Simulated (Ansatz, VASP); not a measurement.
One calculation of Ca, two programs

File INCAR:

```
ALGO = Normal
EDIFF = 1E-7
ENCUT = 520
GGA = CA
ISIF = 2
ISMEAR = -1
LASPH = T
LCHARG = F
LREAL = F
LWAVE = F
NBANDS = 11
NELM = 100
PREC = Accurate
SIGMA = 0.1
```

Contents of KPOINTS:

```
k-points
0
Gamma
  17 17 17
```

Contents of POSCAR:

```
Ca
1.0
    0.0000000000      2.7408725082      2.7408725082
    2.7408725082      0.0000000000      2.7408725082
    2.7408725082      2.7408725082      0.0000000000
Ca
1
Direct
    0.0000000000      0.0000000000      0.0000000000
```

Input for Ansatz:

```yaml
crystal:
  lattice:
    - [0.0, 2.7408725082, 2.7408725082]
    - [2.7408725082, 0.0, 2.7408725082]
    - [2.7408725082, 2.7408725082, 0.0]
  atoms:
    - { symbol: Ca, position: [0.0, 0.0, 0.0] }
hamiltonian:
  xc: lda
  pseudopotentials:
    kind: paw
    azcp:
      Ca: "pseudopotentials/Ca.paw.azcp"
basis:
  ecutwfc: 420
  fft_grid_basis: typed
kpoints:
  mp_grid: { grid: [17, 17, 17], shift: [0, 0, 0] }
magnetization:
  spin_polarized: false
scf:
  occupations: { method: fermi_dirac, width: 0.1 }
output:
  stress: true
```

Alike in both runs: task single point; functional LDA; k mesh 17 × 17 × 17; occupations fermi-dirac, width 0.1 eV; no spin polarisation.

|  | VASP | Ansatz |
| --- | --- | --- |
| version | VASP 6.6.1 | Ansatz 0.2.0 |
| potentials or method | VASP PAW LDA potentials, release 64 (Ca_sv), cutoff 520 eV | plane waves (420 eV) with PAW, scalar-relativistic |
| valence electrons in the cell | 10 | 10 |

```csv
,VASP,Ansatz,Ansatz less VASP
pressure (GPa),-1.3,-1.3,-0.01
```

Ansatz warns that its potentials were made for another functional, while VASP's fit it. LDA's correlation is that of Perdew and Zunger in VASP and of Perdew and Wang (1992) in Ansatz.
